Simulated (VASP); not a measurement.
# Mg13Zn11O24 (P1) in VASP: single point with HSE06

Aim: the single point of Mg13Zn11O24 with HSE06.

Program: VASP 6.6.1. These are calculated values, not measurements. Logs are shortened: lines on timing, memory, paths and dates and some standing lists are left out, and cuts for length are marked.

**1. The cell of the first run**

The typed cell holds 96 atoms: a = 9.773 Å, b = 11.290 Å, c = 10.297 Å, α = 90.00°, β = 90.00°, γ = 90.00°.

**2. Single point, HSE06**

Input file POSCAR:

```
Mg13Zn11O24
1.0
    9.7725290000      0.0000000000      0.0000000000
    0.0000000000     11.2896980000      0.0000000000
    0.0000000000      0.0000000000     10.2974720000
Zn Mg O
22 26 48
Direct
    0.1662530000      0.0824740000      0.2495280000
    0.0020520000      0.3330670000      0.2485620000
    0.3322620000      0.3327820000      0.7488720000
    0.0006250000      0.8345700000      0.2473850000
    0.9988410000      0.8338150000      0.7475770000
    0.8335080000      0.0858340000      0.2499640000
    0.6646860000      0.3326890000      0.2488490000
    0.4992460000      0.5844100000      0.7498600000
    0.3329120000      0.8316920000      0.2499660000
    0.8338280000      0.5841080000      0.2469480000
    0.8317180000      0.5834090000      0.7467980000
    0.0003700000      0.1668800000      0.4992540000
    0.3348500000      0.1684530000      0.4985440000
    0.3312530000      0.1649600000      0.9969510000
    0.1679350000      0.4161200000      0.5001790000
    0.9998880000      0.6662390000      0.4975130000
    0.0004310000      0.6682630000      0.9953970000
    0.6651780000      0.1678750000      0.5001290000
    0.4979710000      0.4181050000      0.4987720000
    0.1675470000      0.9146380000      0.4989340000
    0.6672050000      0.6673040000      0.9984260000
    0.4985260000      0.9162230000      0.9998990000
    0.1662990000      0.0844520000      0.7445380000
    0.9992130000      0.3343240000      0.7461290000
    0.4989180000      0.0840210000      0.2467420000
    0.4997640000      0.0831670000      0.7476060000
    0.3311170000      0.3321840000      0.2459970000
    0.1633020000      0.5833680000      0.2479910000
    0.1667830000      0.5846160000      0.7481120000
    0.8338670000      0.0826600000      0.7459280000
    0.6667610000      0.3350340000      0.7454790000
    0.5009000000      0.5806170000      0.2462550000
    0.3357090000      0.8335740000      0.7462690000
    0.6680690000      0.8329180000      0.2478150000
    0.6660260000      0.8320280000      0.7491440000
    0.0003870000      0.1674590000      0.9964160000
    0.1639760000      0.4164210000      0.9960990000
    0.6686130000      0.1670870000      0.9963560000
    0.5022300000      0.4144330000      0.9954380000
    0.3334560000      0.6642490000      0.4979560000
    0.3339910000      0.6688300000      0.9991720000
    0.1694310000      0.9176530000      0.9967810000
    0.8346780000      0.4176740000      0.4949990000
    0.8331140000      0.4171840000      0.9981290000
    0.6668880000      0.6658560000      0.4965960000
    0.5010500000      0.9177130000      0.4969360000
    0.8345250000      0.9156770000      0.4971370000
    0.8345610000      0.9175300000      0.9985900000
    0.0005910000      0.1666550000      0.1893710000
    0.9994600000      0.1676090000      0.6918630000
    0.3318930000      0.1658200000      0.1901150000
    0.3339040000      0.1669390000      0.6904030000
    0.1662400000      0.4176140000      0.1882070000
    0.1664780000      0.4177070000      0.6928400000
    0.9990360000      0.6681010000      0.1887130000
    0.9994290000      0.6669500000      0.6903130000
    0.6663830000      0.1666490000      0.1888580000
    0.6665430000      0.1672050000      0.6932090000
    0.4985140000      0.4147390000      0.1877620000
    0.4984320000      0.4175210000      0.6920080000
    0.3326210000      0.6648210000      0.1918270000
    0.3330660000      0.6671210000      0.6902440000
    0.1679030000      0.9164680000      0.1892330000
    0.1674490000      0.9165950000      0.6920650000
    0.8332230000      0.4160120000      0.1915180000
    0.8333690000      0.4172760000      0.6873950000
    0.6663550000      0.6664670000      0.1916550000
    0.6653070000      0.6664690000      0.6888790000
    0.5001570000      0.9162400000      0.1935000000
    0.5013880000      0.9172080000      0.6889550000
    0.8335330000      0.9184770000      0.1913390000
    0.8318640000      0.9160050000      0.6897360000
    0.1673090000      0.0826440000      0.4426700000
    0.1655390000      0.0831150000      0.9369650000
    0.0013720000      0.3329440000      0.4414890000
    0.9982890000      0.3337690000      0.9382690000
    0.5002280000      0.0840870000      0.4392870000
    0.5005810000      0.0832500000      0.9408770000
    0.3331160000      0.3338360000      0.4383360000
    0.3325660000      0.3331720000      0.9423050000
    0.1663910000      0.5823400000      0.4404840000
    0.1680850000      0.5839010000      0.9405230000
    0.0012180000      0.8329370000      0.4398170000
    0.0013340000      0.8350130000      0.9406410000
    0.8328020000      0.0837750000      0.4430420000
    0.8343220000      0.0830010000      0.9384290000
    0.6658940000      0.3343530000      0.4423000000
    0.6684480000      0.3332320000      0.9375690000
    0.5002110000      0.5832720000      0.4381370000
    0.4997900000      0.5828940000      0.9433920000
    0.3346290000      0.8318640000      0.4432340000
    0.3340650000      0.8334790000      0.9383540000
    0.8336950000      0.5837640000      0.4393700000
    0.8333710000      0.5839050000      0.9398800000
    0.6672160000      0.8330140000      0.4403390000
    0.6671840000      0.8342050000      0.9419130000
```

Input file INCAR.step1:

```
PREC = Accurate
ENCUT = 520
EDIFF = 1E-5
ISMEAR = -1
SIGMA = 0.05
LREAL = Auto
LASPH = T
NELM = 100
ALGO = Normal
ISIF = 2
LWAVE = T
LCHARG = F
NBANDS = 356
GGA = PE
LUSENCCL = F
```

Input file INCAR.step2:

```
PREC = Accurate
ENCUT = 520
EDIFF = 1E-6
ISMEAR = -1
SIGMA = 0.05
LREAL = Auto
LASPH = T
NELM = 100
ALGO = Normal
ISIF = 2
LWAVE = F
LCHARG = F
GGA = PE
LHFCALC = T
HFSCREEN = 0.2079
PRECFOCK = Fast
NBANDS = 356
ISTART = 1
LUSENCCL = F
```

Input file KPOINTS:

```
regular mesh
0
Gamma
  1 1 1
```

Potentials or basis: VASP PAW PBE potentials, release 64 (Zn, Mg, O).

Command:

```sh
> cat potpaw_PBE.64/Zn/POTCAR potpaw_PBE.64/Mg/POTCAR potpaw_PBE.64/O/POTCAR > POTCAR
> cp INCAR.step1 INCAR
> mpirun -np 1 vasp_gam > vasp.out
> cp INCAR.step2 INCAR
> mpirun -np 1 vasp_gam > vasp.out
```

OUTCAR:

```text
PREC = Accurate
   ENCUT = 520
   EDIFF = 1E-6
   ISMEAR = -1
   LREAL = Auto
   LASPH = T
   NELM = 100
   ISIF = 2
   GGA = PE
   LHFCALC = T
   HFSCREEN = 0.2079
   PRECFOCK = Fast
   ISTART = 1

 ion  position               nearest neighbor table
   1  0.166  0.082  0.250-  51 1.97  63 1.97  49 1.98  73 1.99  42 3.20  36 3.22  27 3.25  25 3.25

   2  0.002  0.333  0.249-  53 1.97  49 1.98  65 1.99  75 1.99  43 3.17  37 3.19  36 3.20  44 3.21
                            27 3.22  28 3.24
   3  0.332  0.333  0.749-  52 1.97  54 1.97  60 1.97  80 1.99  39 3.17  37 3.17  23 3.24  24 3.25
                            26 3.26  31 3.27  29 3.27
   4  0.001  0.835  0.247-  63 1.97  71 1.97  55 1.97  83 1.98  48 3.17  47 3.18  42 3.20  34 3.25
                            28 3.25
   5  0.999  0.834  0.748-  72 1.97  56 1.97  64 1.98  84 1.99  47 3.18  48 3.19  42 3.20  30 3.24
                            35 3.25  29 3.26  23 3.27  33 3.29
   6  0.834  0.086  0.250-  49 1.97  57 1.97  71 1.98  85 1.99  47 3.19  38 3.20  48 3.21  36 3.21
                            25 3.27  34 3.28
   7  0.665  0.333  0.249-  59 1.97  57 1.97  65 1.99  87 1.99  43 3.18  39 3.19  38 3.20  44 3.21
                            32 3.22  25 3.24  27 3.26
   8  0.499  0.584  0.750-  68 1.97  62 1.97  60 1.98  90 1.99  39 3.17  41 3.18  40 3.19  45 3.21
                            33 3.24  35 3.24  29 3.25  31 3.26
   9  0.333  0.832  0.250-  63 1.98  61 1.98  69 1.98  91 1.99  41 3.17  40 3.18  46 3.18  42 3.21
                            28 3.26  34 3.28  32 3.28  25 3.28
  10  0.834  0.584  0.247-  55 1.97  67 1.97  93 1.98  65 1.98  43 3.17  44 3.18  45 3.18  28 3.22
                            34 3.24  32 3.25
  11  0.832  0.583  0.747-  68 1.97  66 1.97  56 1.98  94 1.99  45 3.18  44 3.20  43 3.20  31 3.23
                            35 3.24  24 3.25  29 3.27
  12  0.000  0.167  0.499-  75 1.97  85 1.97  73 1.98  50 1.98  23 3.14  30 3.16  24 3.17  43 3.26
                            47 3.27
  13  0.335  0.168  0.499-  79 1.97  77 1.97  52 1.98  73 1.99  23 3.17  26 3.18  27 3.19  25 3.19
                            46 3.26
  14  0.331  0.165  0.997-  74 1.96  78 1.98  80 1.98  51 1.99  25 3.18  27 3.18  26 3.19  23 3.19
                            42 3.21  36 3.23  39 3.27  37 3.28  38 3.30
  15  0.168  0.416  0.500-  79 1.97  75 1.97  81 1.97  54 1.98  24 3.16  29 3.18  27 3.21  28 3.21
                            40 3.23  43 3.26
  16  1.000  0.666  0.498-  93 1.97  81 1.97  83 1.97  56 1.99  28 3.17  29 3.19  43 3.24  47 3.25
                            45 3.25  40 3.26
  17  0.000  0.668  0.995-  84 1.97  94 1.97  82 1.98  55 1.99  29 3.17  28 3.20  48 3.25  41 3.26
                            37 3.26  42 3.26  44 3.27
  18  0.665  0.168  0.500-  77 1.97  87 1.97  85 1.98  58 1.99  31 3.15  26 3.17  30 3.17  25 3.22
                            46 3.25  43 3.27  47 3.29
  19  0.498  0.418  0.499-  89 1.97  79 1.97  87 1.98  60 1.99  31 3.17  32 3.18  40 3.21  27 3.22
                            45 3.25  43 3.29
  20  0.168  0.915  0.499-  83 1.97  91 1.97  73 1.98  64 1.99  33 3.17  23 3.17  47 3.25  40 3.26
                            46 3.26
  21  0.667  0.667  0.998-  94 1.97  96 1.97  90 1.98  67 1.99  35 3.17  34 3.18  32 3.18  44 3.26
                            41 3.26  48 3.26  39 3.28
  22  0.499  0.916  1.000-  92 1.96  78 1.98  96 1.98  69 1.99  25 3.17  34 3.19  33 3.20  35 3.20
[... 409 lines left out ...]
   ENCUT4O =  -1.0   cutoff for four orbital integrals eV
   NKREDX  =     1    reduce k-point grid by
   NKREDY  =     1    reduce k-point grid by
   NKREDZ  =     1    reduce k-point grid by
   AEXX    =    0.2500 exact exchange contribution
   HFSCREEN=    0.2079 screening length (either q_TF or 0.3 A-1)
   HFSCREENC=   0.2079 screening length for correlation (either q_TF or 0.3 A-1)
   ENCUTFOCK=  -1.0 apply spherical cutoff to Coloumb kernel
   IVDW    =     0    specifies the selected vdW correction
   LEPSILON=     F    determine dielectric tensor
   LRPA    =     F    only Hartree local field effects (RPA)
 non-spin polarized calculation
  energy-cutoff  :      520.00
  volume of cell :     1136.11
 maximum number of plane-waves:     15282
 NGX is ok and might be reduce to    80
  NGX = 40; NGY = 48; NGZ = 40

 number of electron     603.9999933 magnetization

 Free energy of the ion-electron system (eV)
  ---------------------------------------------------
  ext. energy  EPLUGINS =         0.00000000
  ---------------------------------------------------
  free energy    TOTEN  =      -614.47777853 eV

  energy without entropy =     -614.47777853  energy(sigma->0) =     -614.47777853

 E-fermi :   1.3076     XC(G=0):  -8.4359

 val. band max:        0.0007694422   @ k =   0.0000   0.0000   0.0000
 cond. band min:       3.7846285577   @ k =   0.0000   0.0000   0.0000
 fundamental gap:      3.7838591155
 Fermi energy:         1.3075508571

 k-point     1 :       0.0000    0.0000    0.0000
  band No.  band energies     occupation
      1     -18.6734      2.00000
      2     -18.4195      2.00000
      3     -18.3975      2.00000
      4     -18.3214      2.00000
      5     -18.3004      2.00000
      6     -18.2455      2.00000
[... 306 lines left out ...]
    313       7.5936      0.00000
    314       7.6934      0.00000
 [bands above 314 left out]

------------------------ aborting loop because EDIFF is reached ----------------------------------------

  FORCE on cell =-STRESS in cart. coord.  units (eV):
  Direction    XX          YY          ZZ          XY          YZ          ZX
  --------------------------------------------------------------------------------------
  -------------------------------------------------------------------------------------
  Total        8.4715988      5.8190529      4.5245416     -0.0527490      0.0128795     -0.1226628
  in kB       11.9469226      8.2062166      6.3806549     -0.0743884      0.0181631     -0.1729830
  external PRESSURE =       8.8445980 kB  Pullay stress =       0.0000000 kB

 VOLUME and BASIS-vectors are now :
 -----------------------------------------------------------------------------
  energy-cutoff  :      520.00
  volume of cell :     1136.11
      direct lattice vectors                 reciprocal lattice vectors
     9.772529000  0.000000000  0.000000000     0.102327657  0.000000000  0.000000000
     0.000000000 11.289698000  0.000000000     0.000000000  0.088576329  0.000000000
     0.000000000  0.000000000 10.297472000     0.000000000  0.000000000  0.097111213

 POSITION                                       TOTAL-FORCE (eV/Angst)
 -----------------------------------------------------------------------------------
      1.62471      0.93111      2.56951         0.005787     -0.004778     -0.011263
      0.02005      3.76023      2.55956        -0.019843      0.003197     -0.023541
      3.24704      3.75701      7.71149         0.012528      0.015420      0.027048
      0.00611      9.42204      2.54744        -0.011891     -0.011366     -0.019079
      9.76120      9.41352      7.69815         0.022539      0.004203      0.009555
      8.14548      0.96904      2.57400        -0.015108     -0.034350     -0.021147
[... 88 lines left out ...]
      6.52039      9.40448      4.53438         0.019487      0.019860     -0.003851
      6.52007      9.41792      9.69932         0.166186      0.091888     -0.130693
 -----------------------------------------------------------------------------------
    total drift:                                0.002026     -0.011017      0.130493

  FREE ENERGIE OF THE ION-ELECTRON SYSTEM (eV)
  ---------------------------------------------------
  free  energy   TOTEN  =      -614.4777785307 eV

  energy  without entropy=     -614.4777785307  energy(sigma->0) =     -614.47777853
```

Run time: 18 min. Hardware: 1 × NVIDIA H100 80GB with 1 thread of AMD EPYC 7R13 (Zen 3), shared host; peak memory 1.8 GiB.

Results:

* Free energy: -614.4778 eV
* Pressure: 0.9 GPa
* Largest force: 0.251 eV/Å
* Band gap on the k mesh: 3.78 eV

Forces on the atoms (eV/Å):
```
Zn   0.006 -0.005 -0.011
Zn  -0.020  0.003 -0.024
Zn   0.013  0.015  0.027
Zn  -0.012 -0.011 -0.019
Zn   0.023  0.004  0.010
Zn  -0.015 -0.034 -0.021
Zn   0.010  0.009 -0.014
Zn  -0.010 -0.020  0.004
Zn   0.022 -0.005 -0.001
Zn  -0.006 -0.023 -0.011
Zn   0.026 -0.011  0.002
Zn  -0.001 -0.009 -0.009
Zn  -0.020 -0.027 -0.033
Zn   0.025  0.031 -0.002
Zn  -0.021  0.016 -0.022
Zn   0.006  0.010  0.010
Zn   0.018 -0.012  0.011
Zn   0.019 -0.007 -0.004
Zn   0.030 -0.009 -0.013
Zn   0.011  0.036  0.003
Zn  -0.015 -0.006  0.002
Zn   0.038  0.031 -0.003
Mg   0.002 -0.032  0.046
Mg  -0.018  0.004  0.023
Mg   0.019 -0.007  0.001
Mg   0.021  0.002  0.029
Mg   0.024  0.041 -0.030
Mg   0.055 -0.001 -0.034
Mg  -0.006  0.007  0.012
Mg  -0.021  0.012  0.038
Mg   0.012 -0.020  0.014
Mg  -0.036  0.035 -0.014
Mg  -0.034  0.018 -0.008
Mg  -0.019  0.024  0.015
Mg   0.010  0.046 -0.040
Mg  -0.018 -0.032 -0.023
Mg   0.051  0.022  0.006
Mg  -0.014 -0.026 -0.024
Mg  -0.057  0.020  0.028
Mg   0.012  0.036 -0.019
Mg  -0.020 -0.081 -0.005
Mg  -0.055 -0.010 -0.022
Mg  -0.025 -0.026  0.021
Mg   0.000 -0.011 -0.009
Mg  -0.020  0.019 -0.011
Mg   0.007 -0.034 -0.012
Mg  -0.037  0.005  0.004
Mg  -0.003  0.010 -0.013
O    0.002  0.014 -0.199
O    0.011 -0.014  0.165
O    0.174  0.097  0.143
O   -0.009 -0.212  0.134
O    0.146  0.076 -0.045
O   -0.172  0.093  0.114
O    0.185 -0.110  0.084
O    0.175 -0.113  0.079
O   -0.168 -0.105 -0.123
O   -0.005 -0.007  0.154
O   -0.136  0.083 -0.043
O    0.181 -0.105  0.070
O   -0.007 -0.173 -0.066
O   -0.163  0.075 -0.064
O    0.013  0.009 -0.206
O    0.164  0.096  0.110
O   -0.006  0.008 -0.195
O   -0.004 -0.202 -0.058
O   -0.166  0.095  0.119
O    0.005  0.210 -0.122
O    0.159  0.089  0.110
O   -0.008 -0.017  0.021
O   -0.177 -0.113 -0.125
O   -0.152  0.094 -0.066
O    0.005 -0.007  0.016
O   -0.145 -0.084 -0.042
O   -0.177  0.122  0.074
O    0.010  0.016  0.021
O    0.000 -0.200 -0.129
O    0.155  0.093 -0.119
O   -0.005 -0.006 -0.201
O    0.002  0.186  0.108
O    0.174  0.101 -0.122
O    0.144 -0.076 -0.069
O   -0.186  0.109  0.080
O   -0.009  0.211  0.136
O    0.003 -0.205  0.068
O   -0.007  0.019  0.026
O    0.183  0.111  0.067
O   -0.009  0.025  0.023
O    0.000  0.193 -0.041
O   -0.147 -0.073  0.112
O    0.161 -0.090  0.118
O   -0.162 -0.101 -0.045
O   -0.177 -0.106  0.140
O   -0.002 -0.218  0.067
O    0.019  0.020 -0.004
O    0.166  0.092 -0.131
```

Caveat: the k points lie up to 0.64 Å⁻¹ apart; the PAW data sets were made with another functional, which shifts forces and pressure a little. A k mesh can miss the band edges.
